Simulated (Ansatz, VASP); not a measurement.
# RbBr: VASP beside Ansatz

INCAR

```
ALGO = Normal ; EDIFF = 1E-7
ENCUT = 520 ; GGA = PE
ISIF = 2 ; ISMEAR = 0
LASPH = T ; LCHARG = F
LREAL = F ; LWAVE = F
NBANDS = 24 ; NELM = 80
PREC = Accurate ; SIGMA = 0.01
```

Contents of KPOINTS:

```
k-points
0
Gamma
  6 6 4
```

Contents of POSCAR:

```
RbBr
1.0
    5.8715724949      0.0000000000      0.0000000000
   -2.9357862475      5.0849309407      0.0000000000
    0.0000000000      0.0000000000      6.8866893259
Rb Br
2 2
Direct
    0.3333333333      0.6666666667     -0.0624917499
    0.6666666667      0.3333333333      0.4375082501
    0.3333333333      0.6666666667      0.4374917499
    0.6666666667      0.3333333333      0.9374917499
```

Input for Ansatz:

```yaml
crystal:
  lattice:
    - [5.8715724949, 0.0, 0.0]
    - [-2.9357862475, 5.0849309407, 0.0]
    - [0.0, 0.0, 6.8866893259]
  atoms:
    - { symbol: Rb, position: [0.3333333333, 0.6666666667, -0.0624917499] }
    - { symbol: Rb, position: [0.6666666667, 0.3333333333, 0.4375082501] }
    - { symbol: Br, position: [0.3333333333, 0.6666666667, 0.4374917499] }
    - { symbol: Br, position: [0.6666666667, 0.3333333333, 0.9374917499] }
kpoints:
  mp_grid: { grid: [6, 6, 4] }
hamiltonian:
  xc: pbe
scf:
  occupations: { method: fixed }
  n_extra_bands: 5
output:
  forces: true
  stress: true
  eigenvalues: true
```

Alike in both runs: task single point; functional PBE; k mesh 6 × 6 × 4; no spin polarisation.

|  | VASP | Ansatz |
| --- | --- | --- |
| version | VASP 6.6.1 | Ansatz 0.2.0 |
| potentials or method | VASP PAW PBE potentials, release 64 (Rb_sv, Br) | plane waves, PAW |
| plane-wave cutoff (eV) | 520 | 420 |
| occupations | gaussian, width 0.01 eV | fixed |
| valence electrons in the cell | 32 | 32 |

```csv
,VASP,Ansatz,Ansatz less VASP
gap on the k mesh at the Fermi level (eV),4.07,4.07,+0.002
pressure (GPa),0.4,0.3,-0.02
```

Ansatz's warnings: structure snapped to symmetry.
